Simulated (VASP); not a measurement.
# TiPdBr3 (P4mm) in VASP: relaxation of cell and atoms with PBE

Aim: the relaxation of cell and atoms of TiPdBr3 with PBE.

Everything below comes from runs of VASP 6.6.1. Logs are shortened: lines on timing, memory, paths and dates and some standing lists are left out, and cuts for length are marked.

## (1) The cell of the first run

The structure is tetragonal, space group P4mm (No. 99). Conventional cell: a = 4.641 Å, b = 4.641 Å, c = 4.699 Å, α = 90.00°, β = 90.00°, γ = 90.00°. Ti (site symmetry 4mm) has 12 Br at 3.25 to 3.35 Å and 8 Pd at 4.00 to 4.08 Å within 4.3 Å. Within 2.9 Å of Pd (site symmetry 4mm) lie 6 Br at 2.16 to 2.54 Å. Within 2.9 Å of Br (site symmetry 4mm) lie 2 Pd at 2.16 to 2.54 Å. Br (site symmetry 2mm) has 2 Pd at 2.32 Å within 3.1 Å.

## (2) Relaxation of cell and atoms, PBE, collinear spin

INCAR

```
PREC = Accurate
ENCUT = 600
EDIFF = 1E-6
ISMEAR = 0
SIGMA = 0.1
LREAL = F
LASPH = T
NELM = 150
ALGO = Normal
ISIF = 3
LWAVE = F
LCHARG = F
ISPIN = 2
MAGMOM = 2.32 0 0 0 0
LORBIT = 11
LMAXMIX = 4
GGA = PE
IBRION = 2
NSW = 90
EDIFFG = -0.04
```

KPOINTS

```
Automatic mesh
0
Gamma
  4 4 4
```

POSCAR

```
TiPdBr3
1.0
    4.6406852078      0.0000000000      0.0000000000
    0.0000000000      4.6406852078      0.0000000000
    0.0000000000      0.0000000000      4.6988391578
Ti Pd Br
1 1 3
Direct
    0.0000000000      0.0000000000      0.0000000000
    0.5000000000      0.5000000000      0.5150000000
    0.5000000000      0.5000000000      0.9750000000
    0.0000000000      0.5000000000      0.4850000000
    0.5000000000      0.0000000000      0.4850000000
```

Potentials or basis: VASP PAW PBE potentials, release 64 (Ti_sv, Pd, Br).

Launch:

```sh
$ cat potpaw_PBE.64/Ti_sv/POTCAR potpaw_PBE.64/Pd/POTCAR potpaw_PBE.64/Br/POTCAR > POTCAR
$ mpirun -np 1 vasp_std > vasp.out
```

OUTCAR:

```text
PREC = Accurate
   ENCUT = 600
   EDIFF = 1E-6
   ISMEAR = 0
   LREAL = F
   LASPH = T
   NELM = 150
   ISIF = 3
   ISPIN = 2
   LORBIT = 11
   GGA = PE
   IBRION = 2
   NSW = 90
   EDIFFG = -0.04

 ion  position               nearest neighbor table
   1  0.000  0.000  0.000-
   2  0.500  0.500  0.515-   3 2.16   4 2.32   5 2.32   5 2.32   4 2.32   3 2.54
   3  0.500  0.500  0.975-   2 2.16   2 2.54
   4  0.000  0.500  0.485-   2 2.32   2 2.32
   5  0.500  0.000  0.485-   2 2.32   2 2.32

  LATTYP: Found a simple tetragonal cell.
 ALAT       =     4.6406852078
 C/A-ratio  =     1.0125313283

  Lattice vectors:

 A1 = (   4.6406852078,   0.0000000000,   0.0000000000)
 A2 = (   0.0000000000,   4.6406852078,   0.0000000000)
 A3 = (   0.0000000000,   0.0000000000,   4.6988391578)

Analysis of symmetry for initial positions (statically):
=====================================================================
 Subroutine PRICEL returns:
 Original cell was already a primitive cell.

 Routine SETGRP: Setting up the symmetry group for a
 simple tetragonal supercell.

 Subroutine GETGRP returns: Found  8 space group operations
 (whereof  8 operations were pure point group operations)
 out of a pool of 16 trial point group operations.

The static configuration has the point symmetry C_4v.

Analysis of symmetry for dynamics (positions and initial velocities):
=====================================================================
 Subroutine PRICEL returns:
 Original cell was already a primitive cell.

 Routine SETGRP: Setting up the symmetry group for a
 simple tetragonal supercell.

 Subroutine GETGRP returns: Found  8 space group operations
 (whereof  8 operations were pure point group operations)
 out of a pool of 16 trial point group operations.

The dynamic configuration has the point symmetry C_4v.

Analysis of structural, dynamic, and magnetic symmetry:
=====================================================================
 Subroutine PRICEL returns:
 Original cell was already a primitive cell.

 Routine SETGRP: Setting up the symmetry group for a
 simple tetragonal supercell.

 Subroutine GETGRP returns: Found  8 space group operations
 (whereof  8 operations were pure point group operations)
 out of a pool of 16 trial point group operations.

The overall configuration has the point symmetry C_4v.

 Subroutine INISYM returns: Found  8 space group operations
 (whereof  8 operations are pure point group operations),
 and found     1 'primitive' translations

----------------------------------------------------------------------------------------

                                     Primitive cell

  volume of cell :     101.1940

  direct lattice vectors                    reciprocal lattice vectors
     4.640685208  0.000000000  0.000000000     0.215485420  0.000000000  0.000000000
     0.000000000  4.640685208  0.000000000     0.000000000  0.215485420  0.000000000
     0.000000000  0.000000000  4.698839158     0.000000000  0.000000000  0.212818521

  length of vectors
     4.640685208  4.640685208  4.698839158     0.215485420  0.215485420  0.212818521

  position of ions in fractional coordinates (direct lattice)
     0.000000000  0.000000000  0.000000000
     0.500000000  0.500000000  0.515000000
     0.500000000  0.500000000  0.975000000
     0.000000000  0.500000000  0.485000000
     0.500000000  0.000000000  0.485000000

  ion indices of the primitive-cell ions
   primitive index   ion index
                 1           1
                 2           2
                 3           3
                 4           4
                 5           5

----------------------------------------------------------------------------------------

 KPOINTS: Automatic mesh

Automatic generation of k-mesh.
 Grid dimensions read from file:
 generate k-points for:    4    4    4

 Generating k-lattice:

  Cartesian coordinates                     Fractional coordinates (reciprocal lattice)
     0.053871355  0.000000000  0.000000000     0.250000000  0.000000000  0.000000000
     0.000000000  0.053871355  0.000000000     0.000000000  0.250000000  0.000000000
     0.000000000  0.000000000  0.053204630     0.000000000  0.000000000  0.250000000

  Length of vectors
     0.053871355  0.053871355  0.053204630

  Shift w.r.t. Gamma in fractional coordinates (k-lattice)
     0.000000000  0.000000000  0.000000000

 Subroutine IBZKPT returns following result:
 ===========================================

 Found     18 irreducible k-points:

 Following reciprocal coordinates:
            Coordinates               Weight
  0.000000  0.000000  0.000000      1.000000
  0.250000  0.000000  0.000000      4.000000
  0.500000  0.000000  0.000000      2.000000
  0.250000  0.250000  0.000000      4.000000
  0.500000  0.250000  0.000000      4.000000
  0.500000  0.500000  0.000000      1.000000
[... 10 lines left out ...]
  0.500000  0.250000  0.500000      4.000000
  0.500000  0.500000  0.500000      1.000000
   k-points           NKPTS =     18   k-points in BZ     NKDIM =     18   number of bands    NBANDS=     26
   number of dos      NEDOS =    301   number of ions     NIONS =      5
   total plane-waves  NPLWV =  64000
   dimension x,y,z NGX =    40 NGY =   40 NGZ =   40
   dimension x,y,z NGXF=    80 NGYF=   80 NGZF=   80
   ions per type =               1   1   3
   NGX,Y,Z   is equivalent  to a cutoff of  14.33, 14.33, 14.15 a.u.
   NGXF,Y,Z  is equivalent  to a cutoff of  28.66, 28.66, 28.30 a.u.
 SYSTEM =  unknown system
   PREC   = accura    normal or accurate (medium, high low for compatibility)
   ISTART =      0    job   : 0-new  1-cont  2-samecut
   ICHARG =      2    charge: 1-file 2-atom 10-const
   ISPIN  =      2    spin polarized calculation?
   LNONCOLLINEAR =      F non collinear calculations
   LSORBIT =      F    spin-orbit coupling
   LASPH  =      T    aspherical Exc in radial PAW
   ENCUT  =  600.0 eV  44.10 Ry    6.64 a.u.   9.27  9.27  9.38*2*pi/ulx,y,z
   NELM   =    150;   NELMIN=  2; NELMDL= -5     # of ELM steps
   EDIFF  = 0.1E-05   stopping-criterion for ELM
   LREAL  =      F    real-space projection
   EDIFFG = -.4E-01   stopping-criterion for IOM
   NSW    =     90    number of steps for IOM
   IBRION =      2    ionic relax: 0-MD 1-quasi-New 2-CG
   NFREE  =      1    steps in history (QN), initial steepest desc. (CG)
   ISIF   =      3    stress and relaxation
   ISYM   =      2    0-nonsym 1-usesym 2-fastsym
   POTIM  = 0.5000    time-step for ionic-motion
   TEBEG  =    0.0;   TEEND  =   0.0 temperature during run
   PSTRESS=    0.0 pullay stress
   NELECT =      43.0000    total number of electrons
   NUPDOWN=      -1.0000    fix difference up-down
   EMIN   =  10.00;   EMAX   =-10.00  energy-range for DOS
   EFERMI =   0.00;   METHOD = LEGACY
   ISMEAR =     0;   SIGMA  =   0.10  broadening in eV -4-tet -1-fermi 0-gaus
   EFERMI_NEDOS =   21; number of points for ismear=-14 and -15
   IALGO  =     38    algorithm
   IMIX   =      4    mixing-type and parameters
     AMIX     =   0.40;   BMIX     =  1.00
     AMIX_MAG =   1.60;   BMIX_MAG =  1.00
  volume/ion in A,a.u.               =      20.24       136.58
  Fermi-wavevector in a.u.,A,eV,Ry     =   1.230777  2.325831 20.610270  1.514812
  Thomas-Fermi vector in A             =   2.365612
   LORBIT       =     11    0 simple, 1 ext, 2 COOP (PROOUT), +10 PAW based schemes
   GGA     = PE    functional components
   LHFCALC =     F    Hartree Fock is set to
   AEXX    =    0.0000 exact exchange contribution
   IVDW    =     0    specifies the selected vdW correction
   LEPSILON=     F    determine dielectric tensor
   LRPA    =     F    only Hartree local field effects (RPA)
 conjugate gradient relaxation of ions
 spin polarized calculation
 Gauss-broadening in eV      SIGMA  =   0.10
  energy-cutoff  :      600.00
  volume of cell :      101.19
 maximum number of plane-waves:      3406
 NGX is ok and might be reduce to    40
   NGX = 19   NGY = 19   NGZ = 19

--------------------------------------- Ionic step        1  -------------------------------------------

 number of electron      43.0000001 magnetization       2.2166097

 Free energy of the ion-electron system (eV)
  ---------------------------------------------------
  ext. energy  EPLUGINS =         0.00000000
  ---------------------------------------------------
  free energy    TOTEN  =       -14.64388323 eV

  energy without entropy =      -14.59730849  energy(sigma->0) =      -14.62059586

 E-fermi :   7.2310     XC(G=0): -10.4291

 val. band max:        7.2295496359   @ k =   0.2500   0.2500   0.0000
 cond. band min:       7.2398077424   @ k =   0.5000   0.5000   0.5000
 fundamental gap:      0.0102581066
 Fermi energy:         7.2310314145

 spin component 1

 k-point     1 :       0.0000    0.0000    0.0000
  band No.  band energies     occupation
      1     -50.8629      1.00000
      2     -27.2263      1.00000
      3     -27.1768      1.00000
      4     -27.1768      1.00000
      5     -10.9804      1.00000
      6      -9.4570      1.00000
[... 511 lines left out ...]
     25       7.2645      0.31786
     26       9.7010      0.00000
 Fermi energy:         7.2310314145

 spin component 2

 k-point     1 :       0.0000    0.0000    0.0000
  band No.  band energies     occupation
      1     -48.9680      1.00000
      2     -25.3436      1.00000
      3     -25.2715      1.00000
      4     -25.2714      1.00000
      5     -11.0166      1.00000
      6      -9.5148      1.00000
[... 623 lines left out ...]
  FREE ENERGIE OF THE ION-ELECTRON SYSTEM (eV)
  ---------------------------------------------------
  free  energy   TOTEN  =       -17.3445604739 eV

  energy  without entropy=      -17.3012183387  energy(sigma->0) =      -17.32288941

[... ionic steps 4 to 45 ...]

--------------------------------------- Ionic step       46  -------------------------------------------

 number of electron      42.9999990 magnetization       2.0410637

------------------------ aborting loop because EDIFF is reached ----------------------------------------
[... 73 lines left out ...]
--------------------------------------- Ionic step       48  -------------------------------------------

 number of electron      42.9999992 magnetization       2.0333193

 Free energy of the ion-electron system (eV)
  ---------------------------------------------------
  ext. energy  EPLUGINS =         0.00000000
  ---------------------------------------------------
  free energy    TOTEN  =       -18.97388390 eV

  energy without entropy =      -18.94185923  energy(sigma->0) =      -18.95787157

 E-fermi :   2.8482     XC(G=0):  -8.2853

 val. band max:        2.8407119623   @ k =   0.5000   0.2500   0.0000
 cond. band min:       2.8506686702   @ k =   0.5000   0.2500   0.5000
 fundamental gap:      0.0099567078
 Fermi energy:         2.8481996574

 spin component 1

 k-point     1 :       0.0000    0.0000    0.0000
  band No.  band energies     occupation
      1     -55.3712      1.00000
      2     -31.7367      1.00000
      3     -31.6640      1.00000
      4     -31.6639      1.00000
      5     -13.7481      1.00000
      6     -13.2565      1.00000
[... 511 lines left out ...]
     25       4.2975      0.00000
     26       4.8669      0.00000
 Fermi energy:         2.8481996574

 spin component 2

 k-point     1 :       0.0000    0.0000    0.0000
  band No.  band energies     occupation
      1     -53.6974      1.00000
      2     -30.0188      1.00000
      3     -30.0148      1.00000
      4     -30.0148      1.00000
      5     -13.7645      1.00000
      6     -13.2889      1.00000
[... 543 lines left out ...]
  FREE ENERGIE OF THE ION-ELECTRON SYSTEM (eV)
  ---------------------------------------------------
  free  energy   TOTEN  =       -18.9738839048 eV

  energy  without entropy=      -18.9418592286  energy(sigma->0) =      -18.95787157

 reached required accuracy - stopping structural energy minimisation

 total charge

# of ion       s       p       d       tot
------------------------------------------
    1        2.100   5.997   1.992  10.088
    2        0.314   0.321   8.649   9.284
    3        1.613   3.201   0.020   4.834
    4        1.611   3.216   0.043   4.870
    5        1.611   3.216   0.043   4.870
--------------------------------------------------
tot          7.250  15.949  10.746  33.946

 magnetization (x)

# of ion       s       p       d       tot
------------------------------------------
    1        0.031   0.007   1.698   1.735
    2        0.004  -0.005  -0.057  -0.058
    3       -0.001  -0.011  -0.000  -0.012
    4       -0.002  -0.036   0.005  -0.033
    5       -0.002  -0.036   0.005  -0.033
--------------------------------------------------
tot          0.030  -0.082   1.651   1.599
```

It took 43 min on 1 thread of Intel Xeon 6975P-C (Granite Rapids), shared host; peak memory 0.39 GiB.

Results:

- Free energy: -18.9739 eV
- Relaxed volume: 30.13 Å³/atom
- Relaxed cell: a = 5.292 Å, b = 5.292 Å, c = 5.378 Å, α = 90.00°, β = 90.00°, γ = 90.00°
- Space group after relaxing (to 0.1 Å): P4mm (No. 99)
- Energy gained by relaxing: 866.0 meV/atom
- Ionic steps: 48
- Pressure after relaxing: -0.1 GPa
- Largest force after relaxing: 0.038 eV/Å
- Net moment: 2.03 μB per cell
- Site moments: Ti +1.74; Pd -0.06; Br -0.01, -0.03 (each value once) μB
- Valence electrons inside the program's atomic spheres: Ti 10.09; Pd 9.28; Br 4.83, 4.87 (each value once)

Forces in eV/Å, atoms in the order of the input:
```
Ti   0.000  0.000 -0.038
Pd   0.000  0.000  0.032
Br   0.000  0.000  0.030
Br   0.000  0.000 -0.012
Br   0.000  0.000 -0.012
```

The path:
| step | energy change (eV) | largest force (eV/Å) | pressure (GPa) | volume (Å³) |
| --- | --- | --- | --- | --- |
| 1 | 0.0000 | 5.2705 | 28.84 | 101.19 |
| 3 | -2.7007 | 1.1548 | 2.22 | 132.69 |
| 5 | -2.7078 | 1.2513 | 1.20 | 135.85 |
| 7 | -2.7871 | 0.2911 | -0.76 | 141.34 |
| 9 | -2.8013 | 0.1472 | 0.03 | 138.21 |
| 11 | -2.8031 | 0.1595 | 0.08 | 138.12 |
| 13 | -2.8202 | 0.2628 | 0.00 | 138.50 |
| 15 | -2.8781 | 1.0359 | 0.35 | 139.76 |
| 17 | -3.0829 | 1.1751 | 0.06 | 139.86 |
| 19 | -3.1389 | 2.0835 | 0.73 | 140.34 |
| 21 | -3.1392 | 2.0884 | 0.73 | 140.35 |
| 23 | -3.1402 | 2.1121 | 0.75 | 140.38 |
| 25 | -3.1434 | 2.2087 | 0.82 | 140.48 |
| 27 | -3.1482 | 2.3364 | 0.92 | 140.64 |
| 29 | -3.1721 | 2.2787 | 0.88 | 140.79 |
| 31 | -3.2647 | 2.0483 | 0.75 | 141.37 |
| 33 | -3.5674 | 1.1563 | 0.40 | 143.71 |
| 35 | -3.7709 | 0.4477 | 0.45 | 147.80 |
| 37 | -4.1865 | 0.2023 | -0.49 | 150.17 |
| 39 | -4.3224 | 0.0624 | -0.23 | 152.20 |
| 41 | -4.3237 | 0.0610 | -0.12 | 151.52 |
| 43 | -4.3251 | 0.0711 | 0.11 | 150.58 |
| 45 | -4.3293 | 0.0568 | 0.04 | 150.43 |
| 47 | -4.3295 | 0.0500 | 0.03 | 150.38 |
| 48 | -4.3300 | 0.0379 | -0.05 | 150.63 |

Final structure:
```cif
data_structure
_symmetry_space_group_name_H-M 'P 1'
_symmetry_Int_Tables_number 1
_cell_length_a 5.2925
_cell_length_b 5.2925
_cell_length_c 5.3775
_cell_angle_alpha 90.000
_cell_angle_beta 90.000
_cell_angle_gamma 90.000
_cell_volume 150.63
loop_
_atom_site_label
_atom_site_type_symbol
_atom_site_fract_x
_atom_site_fract_y
_atom_site_fract_z
_atom_site_occupancy
Ti1 Ti 0.00000 0.00000 0.29654 1
Pd1 Pd 0.50000 0.50000 0.41677 1
Br1 Br 0.50000 0.50000 0.91598 1
Br2 Br 0.00000 0.50000 0.41535 1
Br3 Br 0.50000 0.00000 0.41535 1
```

Caveat: the volume moved by over 15 % at a fixed basis, so the end points are rough; semilocal functionals often make such compounds metallic where correlation or magnetic order opens a gap, which also shifts bond lengths.
